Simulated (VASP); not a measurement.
# BN (F-43m) in VASP: a series of runs

Aim: see how the results for BN move with the level of theory and the settings. Levels: PBE, PBEsol. Tasks: single point, relaxation of cell and atoms.

All numbers are computed with VASP 6.6.1; they aren't measurements. Logs are shortened: lines on timing, memory, paths and dates and some standing lists are left out, and cuts for length are marked.

### 1 The cell of the first run

The structure is cubic, space group F-43m (No. 216). Conventional cell: a = 3.649 Å, b = 3.649 Å, c = 3.649 Å, α = 90.00°, β = 90.00°, γ = 90.00°. B (site symmetry -43m) has 4 N at 1.58 Å within 2.1 Å. N (site symmetry -43m) has 4 B at 1.58 Å within 2.1 Å.

### 2 Single point, PBE (volume scaled by 1.02)

The input, INCAR:

```
  PREC = Accurate
  ENCUT = 520
  EDIFF = 1E-7
  ISMEAR = 0
  SIGMA = 0.01
  LREAL = False
  LASPH = True
  NELM = 80
  ALGO = Normal
  ISIF = 2
  LWAVE = False
  LCHARG = False
  GGA = PE
  NBANDS = 11
```

The input, KPOINTS:

```
Automatic mesh
0
Gamma
  12 12 12
```

The input, POSCAR:

```
BN
1.0
    0.0000000000      1.8243412155      1.8243412155
    1.8243412155      0.0000000000      1.8243412155
    1.8243412155      1.8243412155      0.0000000000
B N
1 1
Direct
    0.0000000000      0.0000000000      0.0000000000
    0.7500000000      0.7500000000      0.7500000000
```

Potentials or basis: VASP PAW PBE potentials, release 64 (B, N).

Launch:

```sh
> cat potpaw_PBE.64/B/POTCAR potpaw_PBE.64/N/POTCAR > POTCAR
> mpirun -np 1 vasp_std > vasp.out
```

OUTCAR:

```text
PREC = Accurate
   ENCUT = 520
   EDIFF = 1E-7
   ISMEAR = 0
   LREAL = False
   LASPH = True
   NELM = 80
   ISIF = 2
   GGA = PE

 ion  position               nearest neighbor table
   1  0.000  0.000  0.000-   2 1.58   2 1.58   2 1.58   2 1.58
   2  0.750  0.750  0.750-   1 1.58   1 1.58   1 1.58   1 1.58

  LATTYP: Found a face centered cubic cell.
 ALAT       =     3.6486824310

  Lattice vectors:

 A1 = (   0.0000000000,   1.8243412155,   1.8243412155)
 A2 = (   1.8243412155,   0.0000000000,   1.8243412155)
 A3 = (   1.8243412155,   1.8243412155,   0.0000000000)

Analysis of symmetry for initial positions (statically):
=====================================================================
 Subroutine PRICEL returns:
 Original cell was already a primitive cell.

 Routine SETGRP: Setting up the symmetry group for a
 face centered cubic supercell.

 Subroutine GETGRP returns: Found 24 space group operations
 (whereof 24 operations were pure point group operations)
 out of a pool of 48 trial point group operations.

The static configuration has the point symmetry T_d .

Analysis of symmetry for dynamics (positions and initial velocities):
=====================================================================
 Subroutine PRICEL returns:
 Original cell was already a primitive cell.

 Routine SETGRP: Setting up the symmetry group for a
 face centered cubic supercell.

 Subroutine GETGRP returns: Found 24 space group operations
 (whereof 24 operations were pure point group operations)
 out of a pool of 48 trial point group operations.

The dynamic configuration has the point symmetry T_d .

 Subroutine INISYM returns: Found 24 space group operations
 (whereof 24 operations are pure point group operations),
 and found     1 'primitive' translations

----------------------------------------------------------------------------------------

                                     Primitive cell

  volume of cell :      12.1436

  direct lattice vectors                    reciprocal lattice vectors
     0.000000000  1.824341216  1.824341216    -0.274071536  0.274071536  0.274071536
     1.824341216  0.000000000  1.824341216     0.274071536 -0.274071536  0.274071536
     1.824341216  1.824341216  0.000000000     0.274071536  0.274071536 -0.274071536

  length of vectors
     2.580008089  2.580008089  2.580008089     0.474705826  0.474705826  0.474705826

  position of ions in fractional coordinates (direct lattice)
     0.000000000  0.000000000  0.000000000
[... 81 lines left out ...]
   NSW    =      0    number of steps for IOM
   IBRION =     -1    ionic relax: 0-MD 1-quasi-New 2-CG
   NFREE  =      0    steps in history (QN), initial steepest desc. (CG)
   ISIF   =      2    stress and relaxation
   ISYM   =      2    0-nonsym 1-usesym 2-fastsym
   POTIM  = 0.5000    time-step for ionic-motion
   TEBEG  =    0.0;   TEEND  =   0.0 temperature during run
   PSTRESS=    0.0 pullay stress
   NELECT =       8.0000    total number of electrons
   NUPDOWN=      -1.0000    fix difference up-down
   EMIN   =  10.00;   EMAX   =-10.00  energy-range for DOS
   EFERMI =   0.00;   METHOD = LEGACY
   ISMEAR =     0;   SIGMA  =   0.01  broadening in eV -4-tet -1-fermi 0-gaus
   EFERMI_NEDOS =   21; number of points for ismear=-14 and -15
   IALGO  =     38    algorithm
   IMIX   =      4    mixing-type and parameters
     AMIX     =   0.40;   BMIX     =  1.00
     AMIX_MAG =   1.60;   BMIX_MAG =  1.00
  volume/ion in A,a.u.               =       6.07        40.97
  Fermi-wavevector in a.u.,A,eV,Ry     =   1.424477  2.691871 27.608052  2.029135
  Thomas-Fermi vector in A             =   2.544964
   LORBIT       =      0    0 simple, 1 ext, 2 COOP (PROOUT), +10 PAW based schemes
   GGA     = PE    functional components
   LHFCALC =     F    Hartree Fock is set to
   AEXX    =    0.0000 exact exchange contribution
   IVDW    =     0    specifies the selected vdW correction
   LEPSILON=     F    determine dielectric tensor
   LRPA    =     F    only Hartree local field effects (RPA)
 non-spin polarized calculation
 Gauss-broadening in eV      SIGMA  =   0.01
  energy-cutoff  :      520.00
  volume of cell :       12.14
 maximum number of plane-waves:       342
   NGX =  9   NGY =  9   NGZ =  9

 number of electron       8.0000000 magnetization

 Free energy of the ion-electron system (eV)
  ---------------------------------------------------
  ext. energy  EPLUGINS =         0.00000000
  ---------------------------------------------------
  free energy    TOTEN  =       -17.44636112 eV

  energy without entropy =      -17.44636112  energy(sigma->0) =      -17.44636112

 E-fermi :   7.1661     XC(G=0): -12.6851

 val. band max:        7.0641396748   @ k =   0.0000   0.0000   0.0000
 cond. band min:      11.4933800029   @ k =   0.5000   0.5000   0.0000
 fundamental gap:      4.4292403280
 Fermi energy:         7.1661301016

 k-point     1 :       0.0000    0.0000    0.0000
  band No.  band energies     occupation
      1     -12.8536      2.00000
      2       7.0641      2.00000
      3       7.0641      2.00000
      4       7.0641      2.00000
      5      15.7516      0.00000
      6      15.7516      0.00000
      7      15.7516      0.00000
      8      16.9646      0.00000
      9      31.2975      0.00000
     10      34.4958      0.00000
     11      34.4958      0.00000
[... 309 lines left out ...]
 k-point    24 :      -0.4167    0.1667    0.0000
  band No.  band energies     occupation
      1      -8.4138      2.00000
      2      -2.6969      2.00000
      3       3.0334      2.00000
      4       4.5683      2.00000
      5      16.2335      0.00000
      6      18.9276      0.00000
      7      19.0981      0.00000
      8      22.3946      0.00000
      9      27.7783      0.00000
     10      32.0734      0.00000
     11      33.1922      0.00000

 [... further k-points ...]
[... 5 lines left out ...]
  --------------------------------------------------------------------------------------
  -------------------------------------------------------------------------------------
  Total       -0.5238409     -0.5238409     -0.5238409      0.0000000     -0.0000000     -0.0000000
  in kB      -69.1133219    -69.1133219    -69.1133219      0.0000000     -0.0000000     -0.0000000
  external PRESSURE =     -69.1133219 kB  Pullay stress =       0.0000000 kB

 VOLUME and BASIS-vectors are now :
 -----------------------------------------------------------------------------
  energy-cutoff  :      520.00
  volume of cell :       12.14
      direct lattice vectors                 reciprocal lattice vectors
     0.000000000  1.824341216  1.824341216    -0.274071536  0.274071536  0.274071536
     1.824341216  0.000000000  1.824341216     0.274071536 -0.274071536  0.274071536
     1.824341216  1.824341216  0.000000000     0.274071536  0.274071536 -0.274071536

 POSITION                                       TOTAL-FORCE (eV/Angst)
 -----------------------------------------------------------------------------------
      0.00000      0.00000      0.00000        -0.000000     -0.000000     -0.000000
      2.73651      2.73651      2.73651         0.000000      0.000000      0.000000
 -----------------------------------------------------------------------------------
    total drift:                               -0.000000     -0.000000     -0.000000

  FREE ENERGIE OF THE ION-ELECTRON SYSTEM (eV)
  ---------------------------------------------------
  free  energy   TOTEN  =       -17.4463611192 eV

  energy  without entropy=      -17.4463611192  energy(sigma->0) =      -17.44636112
```

Run time: 9.9 s. Hardware: 1 thread of Intel Xeon Platinum 8488C (Sapphire Rapids), shared host; peak memory 0.12 GiB.

What came out:

- Free energy: -17.4464 eV
- Pressure: -6.9 GPa
- Band gap on the k mesh: 4.43 eV, indirect (least direct gap 8.69 eV)

Levels at points of the mesh, in eV from the valence-band top:
| k point | band 1 | band 2 | band 3 | band 4 | band 5 | band 6 | band 7 | band 8 |
| --- | --- | --- | --- | --- | --- | --- | --- | --- |
| (0.00, 0.00, 0.00) | -19.92 | 0.00 | 0.00 | 0.00 | 8.69 | 8.69 | 8.69 | 9.90 |
| (0.50, 0.00, 0.00) | -15.83 | -10.44 | -1.89 | -1.89 | 9.78 | 10.55 | 10.55 | 14.97 |
| (0.50, 0.50, 0.00) | -14.50 | -8.74 | -4.77 | -4.77 | 4.43 | 9.07 | 17.49 | 17.49 |

Caveat: the cell differs from its parent crystal (volume scaled by 1.02).

### 3 Relaxation of cell and atoms, PBE, target pressure 7 GPa, at which the enthalpy is minimised

This run uses another cell than the first one, of 5.95 Å³/atom, 0.980 times its volume.

The input, INCAR:

```
  PREC = Accurate
  ENCUT = 600
  EDIFF = 1E-7
  ISMEAR = 0
  SIGMA = 0.01
  LREAL = F
  LASPH = T
  NELM = 80
  ALGO = Normal
  ISIF = 3
  LWAVE = F
  LCHARG = F
  GGA = PE
  IBRION = 2
  NSW = 80
  EDIFFG = -0.001
  PSTRESS = 70.0
```

The input, KPOINTS:

```
regular mesh
0
Gamma
  12 12 12
```

The input, POSCAR:

```
BN
1.0
    0.0000000000      1.8123386232      1.8123386232
    1.8123386232      0.0000000000      1.8123386232
    1.8123386232      1.8123386232      0.0000000000
B N
1 1
Direct
    0.0000000000      0.0000000000      0.0000000000
    0.7500000000      0.7500000000      0.7500000000
```

Potentials or basis: VASP PAW PBE potentials, release 64 (B, N).

Launch:

```sh
> cat potpaw_PBE.64/B/POTCAR potpaw_PBE.64/N/POTCAR > POTCAR
> mpirun -np 1 vasp_std > vasp.out
```

Wall time 13 s (1 thread of Intel Xeon Platinum 8488C (Sapphire Rapids), shared host); peak memory 0.12 GiB.

It converged, with:

| Quantity | Value |
| --- | --- |
| Free energy | -17.4501 eV |
| Relaxed volume | 5.85 Å³/atom |
| Relaxed cell | a = 2.548 Å, b = 2.548 Å, c = 2.548 Å, α = 60.00°, β = 60.00°, γ = 60.00° |
| Space group after relaxing (to 0.05 Å) | F-43m (No. 216) |
| Energy change on relaxing (the enthalpy is what falls) | +2.3 meV/atom |
| Ionic steps | 3 |
| Pressure after relaxing | 7.0 GPa |
| Band gap on the k mesh | 4.47 eV, indirect (least direct gap 8.87 eV) |

Step by step:
```csv
step,energy change (eV),largest force (eV/Å),pressure (GPa),volume (Å³)
1,0.0000,0.0000,-0.04,11.91
2,0.0204,0.0000,15.22,11.46
3,0.0046,0.0000,6.98,11.69
```

Final structure:
```
CELL_PARAMETERS angstrom
0.00000 1.80139 1.80139
1.80139 0.00000 1.80139
1.80139 1.80139 0.00000
ATOMIC_POSITIONS crystal
B 0.00000 0.00000 0.00000
N 0.75000 0.75000 0.75000
```

Levels at points of the mesh, in eV from the valence-band top:
```tsv
k point	band 1	band 2	band 3	band 4	band 5	band 6	band 7	band 8
(0.00, 0.00, 0.00)	-20.35	0.00	0.00	0.00	8.87	8.87	8.87	10.52
(0.50, 0.00, 0.00)	-16.08	-10.78	-1.96	-1.96	10.28	10.76	10.76	15.36
(0.50, 0.50, 0.00)	-14.70	-8.98	-4.95	-4.95	4.47	9.29	18.08	18.08
```

Caveat: the cell is relaxed towards a set pressure, so the enthalpy falls and the energy may rise.

(Part 1 of 2 ends here.)
